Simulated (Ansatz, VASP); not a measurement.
AlN: VASP beside Ansatz

File INCAR:

```
PREC = Accurate
ENCUT = 520
EDIFF = 1E-6
ISMEAR = 0
SIGMA = 0.05
LREAL = False
LASPH = True
NELM = 80
ALGO = Normal
ISIF = 2
LWAVE = False
LCHARG = False
GGA = PE
NBANDS = 26
```

KPOINTS

```
Automatic mesh
0
Gamma
  8 6 4
```

Contents of POSCAR:

```
AlN
1.0
   -3.3134793387      0.0000000000      0.0000000000
    0.0000000000      0.0000000000     -4.1875902400
    0.0000000000     -5.7391145645      0.0000000000
Al N
4 4
Direct
    0.5222123009      0.2115695089      0.1666666667
   -0.0222123009      0.2115695089      0.6666666667
    0.0222123009      0.7115695089      0.3333333333
    0.4777876991      0.7115695089      0.8333333333
    0.5214016404      0.8240282554      0.1666666667
   -0.0214016404      0.8240282554      0.6666666667
    0.0214016404      0.3240282554      0.3333333333
    0.4785983596      0.3240282554      0.8333333333
```

Input for Ansatz:

```yaml
crystal:
  lattice:
    - [-3.3134793387, 0.0, 0.0]
    - [0.0, 0.0, -4.18759024]
    - [0.0, -5.7391145645, 0.0]
  atoms:
    - { symbol: Al, position: [0.5222123009, 0.2115695089, 0.1666666667] }
    - { symbol: Al, position: [-0.0222123009, 0.2115695089, 0.6666666667] }
    - { symbol: Al, position: [0.0222123009, 0.7115695089, 0.3333333333] }
    - { symbol: Al, position: [0.4777876991, 0.7115695089, 0.8333333333] }
    - { symbol: "N", position: [0.5214016404, 0.8240282554, 0.1666666667] }
    - { symbol: "N", position: [-0.0214016404, 0.8240282554, 0.6666666667] }
    - { symbol: "N", position: [0.0214016404, 0.3240282554, 0.3333333333] }
    - { symbol: "N", position: [0.4785983596, 0.3240282554, 0.8333333333] }
basis:
  ecutwfc: 520.0
kpoints:
  mp_grid: { grid: [8, 6, 4] }
hamiltonian:
  xc: pbe
  pseudopotentials: { kind: paw, azcp: { folder: soft_1 } }
scf:
  occupations: { method: gaussian, width: 0.05 }
output:
  forces: true
  stress: true
  eigenvalues: true
```

Change from the starting cell: mode 4 frozen in at -0.074 Å and mode 5 at -0.310 Å (largest displacements).

Alike in both runs: task single point; functional PBE; k mesh 8 × 6 × 4; occupations gaussian, width 0.05 eV; no spin polarisation.

|  | VASP | Ansatz |
| --- | --- | --- |
| version | VASP 6.6.1 | Ansatz 0.2.0 |
| potentials or method | VASP PAW PBE potentials, release 64 (Al, N), cutoff 520 eV | scalar-relativistic, plane waves, PAW |
| valence electrons in the cell | 32 | 32 |

|  | VASP | Ansatz | Ansatz less VASP |
| --- | --- | --- | --- |
| gap on the k mesh at the Fermi level (eV) | 4.01 | 4.01 | -0.002 |
| least direct gap on the mesh (eV) | 4.01 | 4.01 | -0.002 |
| pressure (GPa) | 26.3 | 26.3 | +0.02 |
| traceless stress, the component that is largest in VASP (GPa) | 74.54 | 74.14 | -0.398 |
| rms of the force components (eV/Å) | 3.848 | 3.832 | -0.0159 |

Atom by atom the forces differ by 0.016 eV/Å (rms over components).
